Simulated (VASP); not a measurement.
# BN (hexagonal boron nitride): single point with PBE

BN (hexagonal boron nitride):

```
B N
1.0
     2.51223    0.00000    0.00000
    -1.25611    2.17565    0.00000
     0.00000    0.00000    8.56984
B N
2 2
Direct
  0.33333 0.66667 0.25000
  0.66667 0.33333 0.75000
  0.66667 0.33333 0.25000
  0.33333 0.66667 0.75000
```

* Program: VASP 6.6.1
* Task: single point
* Functional: PBE
* Potentials or basis: VASP PAW PBE potentials, release 64 (B, N)
* Cutoff: 520 eV
* k mesh: 12 × 12 × 4
* Occupations: gaussian, width 0.01 eV
* Spin: no spin polarisation
* Dipole correction: no
* Further INCAR settings: ALGO = Normal; EDIFF = 1e-06; NBANDS = 16

| Property | Result |
| --- | --- |
| Pressure | 0.0 GPa |
| Band gap on the k mesh | 4.34 eV, indirect (least direct gap 4.66 eV) |

Stress tensor (GPa, compression positive):
```
 0.10  0.00  0.00
 0.00  0.10  0.00
 0.00  0.00 -0.11
```

Levels at points of the mesh, in eV from the valence-band top:
```
           k point  band 6  band 7  band 8  band 9  band 10  band 11
(0.00, 0.00, 0.00)   -1.35   -1.35   -1.35    4.35     7.52     9.76
(0.50, 0.00, 0.00)   -4.12   -0.99   -0.80    4.60     4.98     9.44
(0.00, 0.00, 0.50)   -1.35   -1.35   -1.35    5.54     5.54    11.43
(0.50, 0.00, 0.50)   -4.12   -0.90   -0.90    4.77     4.77     9.68
```

Wall time 53 s on 1 thread of Intel Xeon 6975P-C (shared host), peak memory 0.18 GiB.

Caveat: this functional lacks dispersion, which binds the layers, so the pressure and a relaxed spacing across them are unreliable. PBE gaps usually lie below the measured ones, often by a third to a half.
